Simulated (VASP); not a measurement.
# KTaO3 (Pm-3m) in VASP: vibrations by perturbation theory with PBE

Aim: the vibrations by perturbation theory of KTaO3 with PBE.

Program: VASP 6.6.1. These are calculated values, not measurements. Logs are shortened: lines on timing, memory, paths and dates and some standing lists are left out, and cuts for length are marked.

## 1. The cell of the first run

The structure is cubic, space group Pm-3m (No. 221). Conventional cell: a = 4.024 Å, b = 4.024 Å, c = 4.024 Å, α = 90.00°, β = 90.00°, γ = 90.00°. Within 3.7 Å of K (site symmetry m-3m) lie 12 O at 2.85 Å and 8 Ta at 3.49 Å. Ta (site symmetry m-3m) has 6 O at 2.01 Å within 2.7 Å. O (site symmetry 4/mmm) has 2 Ta at 2.01 Å within 2.7 Å.

## 2. Vibrations by perturbation theory, PBE

File INCAR:

```
PREC = Accurate
ENCUT = 600
EDIFF = 1E-8
ISMEAR = 0
SIGMA = 0.01
LREAL = F
LASPH = T
NELM = 120
ALGO = Normal
ISIF = 2
LWAVE = F
LCHARG = T
GGA = PE
IBRION = 8
NSW = 1
LEPSILON = T
GGA_COMPAT = F
```

File KPOINTS:

```
regular mesh
0
Gamma
  6 6 6
```

File POSCAR:

```
KTaO3
1.0
    4.0243805912      0.0000000000      0.0000000000
    0.0000000000      4.0243805912      0.0000000000
    0.0000000000      0.0000000000      4.0243805912
K Ta O
1 1 3
Direct
    0.5000000000      0.5000000000      0.5000000000
    0.0000000000      0.0000000000      0.0000000000
    0.0000000000      0.5000000000      0.0000000000
    0.0000000000      0.0000000000      0.5000000000
    0.5000000000      0.0000000000      0.0000000000
```

Potentials or basis: VASP PAW PBE potentials, release 64 (K_sv, Ta_pv, O).

On the command line:

```console
cat potpaw_PBE.64/K_sv/POTCAR potpaw_PBE.64/Ta_pv/POTCAR potpaw_PBE.64/O/POTCAR > POTCAR
mpirun -np 1 vasp_std > vasp.out
```

OUTCAR:

```text
PREC = Accurate
   ENCUT = 600
   EDIFF = 1E-8
   ISMEAR = 0
   LREAL = F
   LASPH = T
   NELM = 120
   ISIF = 2
   GGA = PE
   IBRION = 8
   NSW = 1
   LEPSILON = T

 ion  position               nearest neighbor table
   1  0.500  0.500  0.500-   3 2.85   4 2.85   5 2.85   3 2.85   5 2.85   4 2.85   5 2.85   5 2.85
                             3 2.85   4 2.85   3 2.85   4 2.85   2 3.49   2 3.49   2 3.49   2 3.49
   2  0.000  0.000  0.000-   3 2.01   4 2.01   5 2.01   4 2.01   3 2.01   5 2.01   1 3.49   1 3.49
                             1 3.49   1 3.49   1 3.49   1 3.49   1 3.49   1 3.49
   3  0.000  0.500  0.000-   2 2.01   2 2.01   1 2.85   1 2.85   1 2.85   1 2.85
   4  0.000  0.000  0.500-   2 2.01   2 2.01   1 2.85   1 2.85   1 2.85   1 2.85
   5  0.500  0.000  0.000-   2 2.01   2 2.01   1 2.85   1 2.85   1 2.85   1 2.85

  LATTYP: Found a simple cubic cell.
 ALAT       =     4.0243805912

  Lattice vectors:

 A1 = (   4.0243805912,   0.0000000000,   0.0000000000)
 A2 = (   0.0000000000,   4.0243805912,   0.0000000000)
 A3 = (   0.0000000000,   0.0000000000,   4.0243805912)

Analysis of symmetry for initial positions (statically):
=====================================================================
 Subroutine PRICEL returns:
 Original cell was already a primitive cell.

 Routine SETGRP: Setting up the symmetry group for a
 simple cubic supercell.

 Subroutine GETGRP returns: Found 48 space group operations
 (whereof 48 operations were pure point group operations)
 out of a pool of 48 trial point group operations.

The static configuration has the point symmetry O_h .

Analysis of symmetry for dynamics (positions and initial velocities):
=====================================================================
 Subroutine PRICEL returns:
 Original cell was already a primitive cell.

 Routine SETGRP: Setting up the symmetry group for a
 simple cubic supercell.

 Subroutine GETGRP returns: Found 48 space group operations
 (whereof 48 operations were pure point group operations)
 out of a pool of 48 trial point group operations.

The dynamic configuration has the point symmetry O_h .

 Subroutine INISYM returns: Found 48 space group operations
 (whereof 48 operations are pure point group operations),
 and found     1 'primitive' translations

----------------------------------------------------------------------------------------

                                     Primitive cell

  volume of cell :      65.1774

  direct lattice vectors                    reciprocal lattice vectors
     4.024380591  0.000000000  0.000000000     0.248485444  0.000000000  0.000000000
     0.000000000  4.024380591  0.000000000     0.000000000  0.248485444  0.000000000
     0.000000000  0.000000000  4.024380591     0.000000000  0.000000000  0.248485444

  length of vectors
     4.024380591  4.024380591  4.024380591     0.248485444  0.248485444  0.248485444

  position of ions in fractional coordinates (direct lattice)
     0.500000000  0.500000000  0.500000000
     0.000000000  0.000000000  0.000000000
     0.000000000  0.500000000  0.000000000
     0.000000000  0.000000000  0.500000000
     0.500000000  0.000000000  0.000000000

  ion indices of the primitive-cell ions
   primitive index   ion index
                 1           1
                 2           2
                 3           3
                 4           4
                 5           5

----------------------------------------------------------------------------------------

 KPOINTS: regular mesh

Automatic generation of k-mesh.
 Grid dimensions read from file:
 generate k-points for:    6    6    6

 Generating k-lattice:

  Cartesian coordinates                     Fractional coordinates (reciprocal lattice)
[... 685 lines left out ...]
     0.00000  0.00000 -0.00879           (  0.00000  0.00000  0.00001)

 PIEZOELECTRIC TENSOR FIELD DIRECTION 3  (C/m^2)
 -----------------------------------------------------------------------------
     0.00112  0.00000  0.00000
     0.00000  0.00112  0.00000
     0.00000  0.00000 -0.00216

[... ionic steps 4 to 9 ...]

--------------------------------------- Ionic step       10  -------------------------------------------

------------------------ aborting loop because EDIFF is reached ----------------------------------------

--------------------------------------- Ionic step       11  -------------------------------------------

 Free energy of the ion-electron system (eV)
  ---------------------------------------------------
  ---------------------------------------------------
  free energy    TOTEN  =        -0.37977167 eV

  energy without entropy =       -0.37977167

------------------------ aborting loop because EDIFF is reached ----------------------------------------

 INTERNAL STRAIN TENSOR  FOR ION    3  DIRECTION 2   (eV/Angst):
 -----------------------------------------------------------------------------
    -0.00556  0.00000 -0.00000
     0.00000  0.01840  0.00000
    -0.00000  0.00000 -0.00556

 MACROSCOPIC STATIC DIELECTRIC TENSOR (including local field effects in DFT)
 ------------------------------------------------------
           5.533169     0.000000    -0.000000
           0.000000     5.533169    -0.000000
           0.000000     0.000000     5.533169
 ------------------------------------------------------

 PIEZOELECTRIC TENSOR (including local field effects)  for field in x, y, z        (e  Angst)
          XX          YY          ZZ          XY          YZ          ZX
  --------------------------------------------------------------------------------
  x     0.00000     0.00000     0.00000     0.00000     0.00000     0.00000
  y     0.00000     0.00000     0.00000     0.00000     0.00000     0.00000
  z     0.00000     0.00000     0.00000     0.00000     0.00000     0.00000

 PIEZOELECTRIC TENSOR (including local field effects)  for field in x, y, z        (C/m^2)
          XX          YY          ZZ          XY          YZ          ZX
  --------------------------------------------------------------------------------
  x     0.00000     0.00000     0.00000     0.00000     0.00000     0.00000
  y     0.00000     0.00000     0.00000     0.00000     0.00000     0.00000
  z     0.00000     0.00000     0.00000     0.00000     0.00000     0.00000

 BORN EFFECTIVE CHARGES (including local field effects) (in |e|, cummulative output)
 ---------------------------------------------------------------------------------
 ion    1
    1     1.15467     0.00000     0.00000
    2    -0.00000     1.15467    -0.00000
    3     0.00000     0.00000     1.15467
 ion    2
    1     8.84866    -0.00000    -0.00000
    2     0.00000     8.84866     0.00000
    3     0.00000    -0.00000     8.84866
 ion    3
    1    -1.67121    -0.00000     0.00000
    2     0.00000    -6.66090    -0.00000
    3    -0.00000     0.00000    -1.67121
 ion    4
    1    -1.67121    -0.00000    -0.00000
    2    -0.00000    -1.67121     0.00000
    3    -0.00000    -0.00000    -6.66090
 ion    5
    1    -6.66090     0.00000    -0.00000
    2    -0.00000    -1.67121     0.00000
    3     0.00000     0.00000    -1.67121

 INTERNAL STRAIN TENSOR FOR ION    5 for displacements in x,y,z  (eV/Angst):
          X           Y           Z          XY          YZ          ZX
  --------------------------------------------------------------------------------
  x     0.00000     0.00000     0.00000     0.00000     0.00000     0.00000
  y     0.00000     0.00000     0.00000     0.00000     0.00000     0.00000
  z     0.00000     0.00000     0.00000     0.00000     0.00000     0.00000

 SECOND DERIVATIVES (NOT SYMMETRIZED)
 ------------------------------------
               1X          1Y          1Z          2X          2Y          2Z          3X          3Y          3Z          4X          4Y          4Z          5X          5Y          5Z
  1X    -3.860224   -0.000000    0.000000    2.226134    0.000000   -0.000000    0.482065   -0.000000   -0.000000    0.482065   -0.000000    0.000000    0.669959   -0.000000    0.000000
  1Y    -0.000000   -3.860224    0.000000    0.000000    2.226134   -0.000000   -0.000000    0.669959   -0.000000   -0.000000    0.482065   -0.000000   -0.000000    0.482065    0.000000
  1Z     0.000000    0.000000   -3.860224   -0.000000   -0.000000    2.226134    0.000000   -0.000000    0.482065    0.000000    0.000000    0.669959   -0.000000    0.000000    0.482065
  2X     2.224432    0.000000   -0.000000   -0.865944   -0.000000    0.000000   -0.064051    0.000000   -0.000000   -0.064051   -0.000000   -0.000000   -1.230385    0.000000    0.000000
  2Y     0.000000    2.224432   -0.000000   -0.000000   -0.865944    0.000000    0.000000   -1.230385    0.000000   -0.000000   -0.064051   -0.000000    0.000000   -0.064051   -0.000000
  2Z     0.000000    0.000000    2.224432    0.000000   -0.000000   -0.865944   -0.000000   -0.000000   -0.064051   -0.000000    0.000000   -1.230385    0.000000    0.000000   -0.064051
  3X     0.489636    0.000000    0.000000   -0.059418    0.000000    0.000000   -4.848466    0.000000    0.000000   -0.744715    0.000000    0.000000    5.162963    0.000000    0.000000
  3Y     0.000000    0.680237   -0.000000    0.000000   -1.209692   -0.000000   -0.000000   -9.793512   -0.000000    0.000000    5.161484   -0.000000    0.000000    5.161484   -0.000000
  3Z     0.000000    0.000000    0.489636    0.000000    0.000000   -0.059418    0.000000    0.000000   -4.848466    0.000000    0.000000    5.162963    0.000000    0.000000   -0.744715
  4X     0.489636    0.000000    0.000000   -0.059418    0.000000    0.000000   -0.744715    0.000000    0.000000   -4.848466    0.000000    0.000000    5.162963    0.000000    0.000000
  4Y     0.000000    0.489636    0.000000    0.000000   -0.059418    0.000000    0.000000    5.162963    0.000000    0.000000   -4.848466    0.000000    0.000000   -0.744715    0.000000
  4Z     0.000000    0.000000    0.680237    0.000000    0.000000   -1.209692    0.000000    0.000000    5.161484    0.000000    0.000000   -9.793512    0.000000    0.000000    5.161484
  5X     0.680237    0.000000    0.000000   -1.209692    0.000000    0.000000    5.161484    0.000000    0.000000    5.161484    0.000000    0.000000   -9.793512   -0.000000    0.000000
  5Y     0.000000    0.489636    0.000000    0.000000   -0.059418    0.000000    0.000000    5.162963    0.000000    0.000000   -0.744715    0.000000    0.000000   -4.848466    0.000000
  5Z     0.000000    0.000000    0.489636    0.000000    0.000000   -0.059418    0.000000    0.000000   -0.744715    0.000000    0.000000    5.162963    0.000000    0.000000   -4.848466

 Eigenvectors and eigenvalues of the dynamical matrix
 ----------------------------------------------------

   1 f  =   15.285214 THz    96.039830 2PiTHz  509.859848 cm-1    63.214536 meV
             X         Y         Z           dx          dy          dz
      2.012190  2.012190  2.012190    -0.004155   -0.004953   -0.000000
      0.000000  0.000000  0.000000     0.011699    0.013946    0.000000
      0.000000  2.012190  0.000000    -0.273089    0.612192   -0.000000
      0.000000  0.000000  2.012190    -0.273089   -0.325541    0.000000
      2.012190  0.000000  0.000000     0.513555   -0.325541   -0.000000
[... 105 lines left out ...]
  15 f/i=    1.632616 THz    10.258029 2PiTHz   54.458207 cm-1     6.751954 meV
             X         Y         Z           dx          dy          dz
      2.012190  2.012190  2.012190    -0.142655   -0.078206   -0.003068
      0.000000  0.000000  0.000000     0.464035    0.254392    0.009978
      0.000000  2.012190  0.000000    -0.408555   -0.244632   -0.008785
      0.000000  0.000000  2.012190    -0.408555   -0.223976   -0.009596
      2.012190  0.000000  0.000000    -0.446233   -0.223976   -0.008785

--------------------------------------------------------------------------------------------------------

 MACROSCOPIC STATIC DIELECTRIC TENSOR IONIC CONTRIBUTION
 ------------------------------------------------------
           4.008049     0.000000     0.000000
           0.000000     4.008049    -0.000000
           0.000000    -0.000000     4.008049
 ------------------------------------------------------

 ELASTIC MODULI CONTR FROM IONIC RELAXATION (kBar)
 Direction    XX          YY          ZZ          XY          YZ          ZX
 --------------------------------------------------------------------------------
 XX           0.0000      0.0000      0.0000      0.0000      0.0000      0.0000
 YY           0.0000      0.0000      0.0000      0.0000      0.0000      0.0000
 ZZ           0.0000      0.0000      0.0000      0.0000      0.0000      0.0000
 XY           0.0000      0.0000      0.0000      0.0000      0.0000      0.0000
 YZ           0.0000      0.0000      0.0000      0.0000      0.0000      0.0000
 ZX           0.0000      0.0000      0.0000      0.0000      0.0000      0.0000
 --------------------------------------------------------------------------------

 PIEZOELECTRIC TENSOR IONIC CONTR  for field in x, y, z        (C/m^2)
          XX          YY          ZZ          XY          YZ          ZX
  --------------------------------------------------------------------------------
  x     0.00000     0.00000     0.00000     0.00000     0.00000     0.00000
  y     0.00000     0.00000     0.00000     0.00000     0.00000     0.00000
  z     0.00000     0.00000     0.00000     0.00000     0.00000     0.00000
```

Wall time 31 min (1 thread of Intel Xeon 8259CL, shared host); peak memory 0.53 GiB.

Results:

| Property | Result |
| --- | --- |
| Electronic dielectric tensor (diagonal) | 5.53 |
| Born charges (mean of the diagonal) | K +1.15; Ta +8.85; O -3.33 e |
| Highest phonon frequency at Γ, LO-TO splitting left out | 510 cm⁻¹ |
| Most unstable mode | 54i cm⁻¹ |

Phonon frequencies in cm⁻¹ (negative: imaginary):
```csv
q point,frequencies
"(0.000, 0.000, 0.000)",-54 -54 -54 1 1 1 181 181 181 264 264 264 510 510 510
```

Electronic dielectric tensor:
```
5.53 0.00 0.00
0.00 5.53 0.00
0.00 0.00 5.53
```

Born effective charge tensors (e):
atom 1, K
```
1.15 0.00 0.00
0.00 1.15 0.00
0.00 0.00 1.15
```
atom 2, Ta
```
8.85 0.00 0.00
0.00 8.85 0.00
0.00 0.00 8.85
```
atom 3, O
```
-1.67  0.00  0.00
 0.00 -6.66  0.00
 0.00  0.00 -1.67
```
atom 4, O
```
-1.67  0.00  0.00
 0.00 -1.67  0.00
 0.00  0.00 -6.66
```
atom 5, O
```
-6.66  0.00  0.00
 0.00 -1.67  0.00
 0.00  0.00 -1.67
```

Caveat: some modes are imaginary; spin-orbit coupling is left out, which moves the levels of the heavy elements.
